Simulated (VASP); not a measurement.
The system is BeS.

```
Be S
1.0
     0.00000    2.55602    2.55602
     2.55602    0.00000    2.55602
     2.55602    2.55602    0.00000
Be S
1 1
Direct
  0.00000 0.00000 0.00000
  0.25000 0.25000 0.25000
```

This cell differs from its parent crystal: strain +5.0%.

Base run:

```yaml
Program: VASP 6.6.1
Functional: PBE
Potentials_or_basis: VASP PAW PBE potentials, release 64 (Be, S)
Cutoff: 520 eV
k_mesh: 10 × 10 × 10
Occupations: fermi-dirac, width 0.02 eV
Spin: no spin polarisation
```

Its results: band gap on the k mesh 3.41 eV, indirect (least direct gap 4.63 eV); pressure -10.0 GPa.

Question: The run is repeated on the same cell with these changes: functional from PBE to r2SCAN; occupations from fermi-dirac, width 0.02 eV to gaussian, width 0.01 eV. What comes out?

Answer: Band gap on the k mesh 3.87 eV, indirect (least direct gap 5.34 eV); pressure -10.7 GPa.

Caveats: the PAW data sets were made with another functional, which shifts forces and pressure a little (some runs).

A k mesh can miss the band edges.
